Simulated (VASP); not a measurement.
# TiAl (Pm-3m) in VASP: notebook

Aim: see how the results for TiAl move with the level of theory and the settings. Levels: LDA, HSE06. Tasks: single point.

Everything below comes from runs of VASP 6.6.1. Logs are shortened: lines on timing, memory, paths and dates and some standing lists are left out, and cuts for length are marked.

## (1) The cell of the first run

It takes space group Pm-3m (No. 221, cubic). Conventional cell: a = 3.425 Å, b = 3.425 Å, c = 3.425 Å, α = 90.00°, β = 90.00°, γ = 90.00°. Within 3.9 Å of Ti (site symmetry m-3m) lie 8 Al at 2.97 Å and 6 Ti at 3.42 Å. Al (site symmetry m-3m) has 8 Ti at 2.97 Å and 6 Al at 3.42 Å within 3.9 Å.

## (2) Single point, LDA (volume scaled by 1.25)

INCAR

```
ALGO = Normal
EDIFF = 1E-6
ENCUT = 500
GGA = CA
GGA_COMPAT = F
ISIF = 2
ISMEAR = -5
LASPH = T
LCHARG = F
LREAL = F
LWAVE = F
NBANDS = 14
NELM = 120
PREC = Accurate
SIGMA = 0.05
```

KPOINTS

```
k-points
0
Gamma
  8 8 8
```

POSCAR

```
TiAl
1.0
    3.4245428817      0.0000000000      0.0000000000
    0.0000000000      3.4245428817      0.0000000000
    0.0000000000      0.0000000000      3.4245428817
Ti Al
1 1
Direct
    0.0000000000      0.0000000000      0.0000000000
    0.5000000000      0.5000000000      0.5000000000
```

Potentials or basis: VASP PAW LDA potentials, release 64 (Ti_sv, Al).

Started as:

```sh
$ cat potpaw_LDA.64/Ti_sv/POTCAR potpaw_LDA.64/Al/POTCAR > POTCAR
$ mpirun -np 1 vasp_std > vasp.out
```

OUTCAR:

```text
EDIFF = 1E-6
   ENCUT = 500
   GGA = CA
   ISIF = 2
   ISMEAR = -5
   LASPH = T
   LREAL = F
   NELM = 120
   PREC = Accurate

 ion  position               nearest neighbor table
   1  0.000  0.000  0.000-   2 2.97   2 2.97   2 2.97   2 2.97   2 2.97   2 2.97   2 2.97   2 2.97

   2  0.500  0.500  0.500-   1 2.97   1 2.97   1 2.97   1 2.97   1 2.97   1 2.97   1 2.97   1 2.97

  LATTYP: Found a simple cubic cell.
 ALAT       =     3.4245428817

  Lattice vectors:

 A1 = (   3.4245428817,   0.0000000000,   0.0000000000)
 A2 = (   0.0000000000,   3.4245428817,   0.0000000000)
 A3 = (   0.0000000000,   0.0000000000,   3.4245428817)

Analysis of symmetry for initial positions (statically):
=====================================================================
 Subroutine PRICEL returns:
 Original cell was already a primitive cell.

 Routine SETGRP: Setting up the symmetry group for a
 simple cubic supercell.

 Subroutine GETGRP returns: Found 48 space group operations
 (whereof 48 operations were pure point group operations)
 out of a pool of 48 trial point group operations.

The static configuration has the point symmetry O_h .

Analysis of symmetry for dynamics (positions and initial velocities):
=====================================================================
 Subroutine PRICEL returns:
 Original cell was already a primitive cell.

 Routine SETGRP: Setting up the symmetry group for a
 simple cubic supercell.

 Subroutine GETGRP returns: Found 48 space group operations
 (whereof 48 operations were pure point group operations)
 out of a pool of 48 trial point group operations.

The dynamic configuration has the point symmetry O_h .

 Subroutine INISYM returns: Found 48 space group operations
 (whereof 48 operations are pure point group operations),
 and found     1 'primitive' translations

----------------------------------------------------------------------------------------

                                     Primitive cell

  volume of cell :      40.1613

  direct lattice vectors                    reciprocal lattice vectors
     3.424542882  0.000000000  0.000000000     0.292009776  0.000000000  0.000000000
     0.000000000  3.424542882  0.000000000     0.000000000  0.292009776  0.000000000
     0.000000000  0.000000000  3.424542882     0.000000000  0.000000000  0.292009776

  length of vectors
     3.424542882  3.424542882  3.424542882     0.292009776  0.292009776  0.292009776

  position of ions in fractional coordinates (direct lattice)
     0.000000000  0.000000000  0.000000000
     0.500000000  0.500000000  0.500000000

  ion indices of the primitive-cell ions
   primitive index   ion index
                 1           1
                 2           2

----------------------------------------------------------------------------------------

 KPOINTS: k-points

Automatic generation of k-mesh.
 Grid dimensions read from file:
 generate k-points for:    8    8    8

 Generating k-lattice:

  Cartesian coordinates                     Fractional coordinates (reciprocal lattice)
     0.036501222  0.000000000  0.000000000     0.125000000  0.000000000  0.000000000
     0.000000000  0.036501222  0.000000000     0.000000000  0.125000000  0.000000000
     0.000000000  0.000000000  0.036501222     0.000000000  0.000000000  0.125000000

  Length of vectors
     0.036501222  0.036501222  0.036501222

  Shift w.r.t. Gamma in fractional coordinates (k-lattice)
     0.000000000  0.000000000  0.000000000

 TETIRR: Found    250 inequivalent tetrahedra from     3072

 Subroutine IBZKPT returns following result:
 ===========================================

 Found     35 irreducible k-points:

 Following reciprocal coordinates:
            Coordinates               Weight
  0.000000  0.000000  0.000000      1.000000
  0.125000  0.000000  0.000000      6.000000
  0.250000  0.000000  0.000000      6.000000
  0.375000  0.000000  0.000000      6.000000
  0.500000  0.000000  0.000000      3.000000
  0.125000  0.125000  0.000000     12.000000
[... 16 lines left out ...]
  0.375000  0.375000  0.125000     24.000000
  0.500000  0.375000  0.125000     24.000000
 [... further k-points ...]
   k-points           NKPTS =     35   k-points in BZ     NKDIM =     35   number of bands    NBANDS=     14
   number of dos      NEDOS =    301   number of ions     NIONS =      2
   total plane-waves  NPLWV =  21952
   dimension x,y,z NGX =    28 NGY =   28 NGZ =   28
   dimension x,y,z NGXF=    56 NGYF=   56 NGZF=   56
   ions per type =               1   1
   NGX,Y,Z   is equivalent  to a cutoff of  13.59, 13.59, 13.59 a.u.
   NGXF,Y,Z  is equivalent  to a cutoff of  27.19, 27.19, 27.19 a.u.
 SYSTEM =  unknown system
   PREC   = accura    normal or accurate (medium, high low for compatibility)
   ISTART =      0    job   : 0-new  1-cont  2-samecut
   ICHARG =      2    charge: 1-file 2-atom 10-const
   ISPIN  =      1    spin polarized calculation?
   LNONCOLLINEAR =      F non collinear calculations
   LSORBIT =      F    spin-orbit coupling
   LASPH  =      T    aspherical Exc in radial PAW
   ENCUT  =  500.0 eV  36.75 Ry    6.06 a.u.   6.24  6.24  6.24*2*pi/ulx,y,z
   NELM   =    120;   NELMIN=  2; NELMDL= -5     # of ELM steps
   EDIFF  = 0.1E-05   stopping-criterion for ELM
   LREAL  =      F    real-space projection
   EDIFFG = 0.1E-04   stopping-criterion for IOM
   NSW    =      0    number of steps for IOM
   IBRION =     -1    ionic relax: 0-MD 1-quasi-New 2-CG
   NFREE  =      0    steps in history (QN), initial steepest desc. (CG)
   ISIF   =      2    stress and relaxation
   ISYM   =      2    0-nonsym 1-usesym 2-fastsym
   POTIM  = 0.5000    time-step for ionic-motion
   TEBEG  =    0.0;   TEEND  =   0.0 temperature during run
   PSTRESS=    0.0 pullay stress
   NELECT =      15.0000    total number of electrons
   NUPDOWN=      -1.0000    fix difference up-down
   EMIN   =  10.00;   EMAX   =-10.00  energy-range for DOS
   EFERMI =   0.00;   METHOD = LEGACY
   ISMEAR =    -5;   SIGMA  =   0.05  broadening in eV -4-tet -1-fermi 0-gaus
   EFERMI_NEDOS =   21; number of points for ismear=-14 and -15
   IALGO  =     38    algorithm
   IMIX   =      4    mixing-type and parameters
     AMIX     =   0.40;   BMIX     =  1.00
     AMIX_MAG =   1.60;   BMIX_MAG =  1.00
  volume/ion in A,a.u.               =      20.08       135.51
  Fermi-wavevector in a.u.,A,eV,Ry     =   1.178970  2.227930 18.911684  1.389970
  Thomas-Fermi vector in A             =   2.315289
   LORBIT       =      0    0 simple, 1 ext, 2 COOP (PROOUT), +10 PAW based schemes
   GGA     = CA    functional components
   LHFCALC =     F    Hartree Fock is set to
   AEXX    =    0.0000 exact exchange contribution
   IVDW    =     0    specifies the selected vdW correction
   LEPSILON=     F    determine dielectric tensor
   LRPA    =     F    only Hartree local field effects (RPA)
 non-spin polarized calculation
 Fermi weights with tetrahedron method with Bloechl corrections
  energy-cutoff  :      500.00
  volume of cell :       40.16
 maximum number of plane-waves:      1064
 NGX is ok and might be reduce to    28
   NGX = 13   NGY = 13   NGZ = 13

 number of electron      15.0000001 magnetization

 Free energy of the ion-electron system (eV)
  ---------------------------------------------------
  ext. energy  EPLUGINS =         0.00000000
  ---------------------------------------------------
  free energy    TOTEN  =       -12.55904420 eV

  energy without entropy =      -12.55904420  energy(sigma->0) =      -12.55904420

 E-fermi :   6.3418     XC(G=0): -10.3772

 val. band max:        6.3478232226   @ k =   0.3750   0.2500   0.1250
 cond. band min:       6.3347015347   @ k =   0.3750   0.1250   0.1250
 fundamental gap:     -0.0131216879
 Fermi energy:         6.3417711831

 k-point     1 :       0.0000    0.0000    0.0000
  band No.  band energies     occupation
      1     -50.2555      2.00000
      2     -26.8481      2.00000
      3     -26.8481      2.00000
      4     -26.8481      2.00000
      5      -1.8628      2.00000
      6       5.3792      2.00000
      7       5.3792      2.00000
      8       7.6385      0.00000
      9       7.6385      0.00000
     10       7.6385      0.00000
     11       9.8574      0.00000
     12       9.8574      0.00000
     13       9.8574      0.00000
     14      14.1251      0.00000

 k-point     2 :       0.1250    0.0000    0.0000
  band No.  band energies     occupation
      1     -50.2547      2.00000
      2     -26.8592      2.00000
      3     -26.8472      2.00000
      4     -26.8472      2.00000
      5      -1.6569      2.00000
      6       5.2161      2.00000
      7       5.4583      2.00000
      8       7.3597      0.00000
      9       7.3597      0.00000
     10       7.6583      0.00000
     11       9.0283      0.00000
     12      10.3072      0.00000
     13      10.3072      0.00000
     14      13.9453      0.00000

 k-point     3 :       0.2500    0.0000    0.0000
  band No.  band energies     occupation
      1     -50.2528      2.00000
      2     -26.8857      2.00000
      3     -26.8449      2.00000
      4     -26.8449      2.00000
      5      -1.0538      2.00000
      6       4.3939      2.00000
      7       5.6623      2.00000
      8       6.8854     -0.00139
      9       6.8854      0.00000
     10       7.7065      0.00000
     11       8.3072      0.00000
     12      11.3102      0.00000
     13      11.3102      0.00000
     14      13.4821      0.00000
[... 324 lines left out ...]
 k-point    23 :       0.3750    0.3750    0.1250
  band No.  band energies     occupation
      1     -50.2455      2.00000
      2     -26.9037      2.00000
      3     -26.9030      2.00000
      4     -26.8476      2.00000
      5       1.3572      2.00000
      6       4.1110      2.00000
      7       4.5521      2.00000
      8       6.1289      2.16937
      9       6.8670      0.00000
     10       7.0534      0.00000
     11       8.5534      0.00000
     12       9.4008      0.00000
     13      10.9082      0.00000
     14      12.1638      0.00000

 k-point    24 :       0.5000    0.3750    0.1250
  band No.  band energies     occupation
      1     -50.2447      2.00000
      2     -26.9139      2.00000
      3     -26.9021      2.00000
      4     -26.8466      2.00000
      5       1.7876      2.00000
      6       3.7540      2.00000
      7       4.7260      2.00000
      8       5.9118      2.14081
      9       7.0171      0.00000
     10       7.0429      0.00000
     11       8.4334      0.00000
     12       9.4757      0.00000
     13      10.2398      0.00000
     14      12.3267      0.00000

 [... further k-points ...]
[... 5 lines left out ...]
  --------------------------------------------------------------------------------------
  -------------------------------------------------------------------------------------
  Total       -4.9490899     -4.9490899     -4.9490899      0.0000000     -0.0000000      0.0000000
  in kB     -197.4367974   -197.4367974   -197.4367974      0.0000000     -0.0000000      0.0000000
  external PRESSURE =    -197.4367974 kB  Pullay stress =       0.0000000 kB

 VOLUME and BASIS-vectors are now :
 -----------------------------------------------------------------------------
  energy-cutoff  :      500.00
  volume of cell :       40.16
      direct lattice vectors                 reciprocal lattice vectors
     3.424542882  0.000000000  0.000000000     0.292009776  0.000000000  0.000000000
     0.000000000  3.424542882  0.000000000     0.000000000  0.292009776  0.000000000
     0.000000000  0.000000000  3.424542882     0.000000000  0.000000000  0.292009776

 POSITION                                       TOTAL-FORCE (eV/Angst)
 -----------------------------------------------------------------------------------
      0.00000      0.00000      0.00000         0.000000      0.000000      0.000000
      1.71227      1.71227      1.71227         0.000000      0.000000      0.000000
 -----------------------------------------------------------------------------------
    total drift:                               -0.000000     -0.000000     -0.000000

  FREE ENERGIE OF THE ION-ELECTRON SYSTEM (eV)
  ---------------------------------------------------
  free  energy   TOTEN  =       -12.5590442006 eV

  energy  without entropy=      -12.5590442006  energy(sigma->0) =      -12.55904420
```

Wall time 18 s (1 thread of Intel Xeon Platinum 8375C at 2.90GHz (Ice Lake), shared host); peak memory 0.15 GiB.

What came out:

| Quantity | Value |
| --- | --- |
| Free energy | -12.5590 eV |
| Pressure | -19.7 GPa |

Levels at points of the mesh, in eV from the Fermi level:
```tsv
k point	band 5	band 6	band 7	band 8	band 9	band 10
(0.00, 0.00, 0.00)	-8.20	-0.96	-0.96	1.30	1.30	1.30
(0.50, 0.00, 0.00)	-5.59	-4.45	-0.35	0.07	0.07	1.43
(0.50, 0.50, 0.00)	-4.47	-1.84	-1.84	-1.17	0.54	0.54
(0.50, 0.50, 0.50)	-2.43	-2.43	-2.43	-0.56	2.05	2.05
```

Caveat: the cell differs from its parent crystal (volume scaled by 1.25); tetrahedron occupations give inexact forces and stress in metals.

## (3) Single point, HSE06

This run uses another cell than the first one, of 16.06 Å³/atom, 0.800 times its volume.

POSCAR

```
TiAl
1.0
    3.1790640000      0.0000000000      0.0000000000
    0.0000000000      3.1790640000      0.0000000000
    0.0000000000      0.0000000000      3.1790640000
Ti Al
1 1
Direct
    0.0000000000      0.0000000000      0.0000000000
    0.5000000000      0.5000000000      0.5000000000
```

INCAR.step1

```
SYSTEM = TiAl
  PREC = Accurate
  ENCUT = 520
  EDIFF = 1E-5
  ISMEAR = -1
  SIGMA = 0.05
  LREAL = .False.
  LASPH = .True.
  NELM = 80
  ALGO = Normal
  ISIF = 2
  LWAVE = .True.
  LCHARG = .False.
  GGA = PE
  NBANDS = 14
```

INCAR.step2

```
SYSTEM = TiAl
  PREC = Accurate
  ENCUT = 520
  EDIFF = 1E-6
  ISMEAR = -1
  SIGMA = 0.05
  LREAL = .False.
  LASPH = .True.
  NELM = 80
  ALGO = Normal
  ISIF = 2
  LWAVE = .False.
  LCHARG = .False.
  GGA = PE
  LHFCALC = .True.
  HFSCREEN = 0.2079
  PRECFOCK = Normal
  ISTART = 1
  NBANDS = 14
```

KPOINTS

```
Automatic mesh
0
Gamma
  6 6 6
  0 0 0
```

Potentials or basis: VASP PAW PBE potentials, release 64 (Ti_sv, Al).

Started as:

```sh
$ cat potpaw_PBE.64/Ti_sv/POTCAR potpaw_PBE.64/Al/POTCAR > POTCAR
$ cp INCAR.step1 INCAR
$ mpirun -np 1 vasp_std > vasp.out
$ cp INCAR.step2 INCAR
$ mpirun -np 1 vasp_std > vasp.out
```

Run time: 15 min. Hardware: 1 thread of Intel Xeon 6975P-C (Granite Rapids), shared host; peak memory 0.25 GiB.

The run converged. Its results:

* Free energy: -14.1989 eV
* Pressure: -2.2 GPa

Levels at points of the mesh, in eV from the Fermi level:
```csv
k point,band 3,band 4,band 5,band 6,band 7,band 8,band 9,band 10,band 11,band 12
"(0.00, 0.00, 0.00)",-36.48,-36.48,-10.91,-2.17,-2.17,2.57,2.57,2.57,4.72,4.72
"(0.50, 0.00, 0.00)",-36.46,-36.46,-7.25,-6.35,-1.13,0.51,0.51,2.81,3.36,6.80
"(0.50, 0.50, 0.00)",-36.66,-36.45,-5.89,-2.85,-2.85,-2.12,1.25,1.25,3.06,5.17
"(0.50, 0.50, 0.50)",-36.63,-36.63,-3.71,-3.71,-3.71,0.72,2.98,2.98,2.98,3.12
```

Caveat: the PAW data sets were made with another functional, which shifts forces and pressure a little.
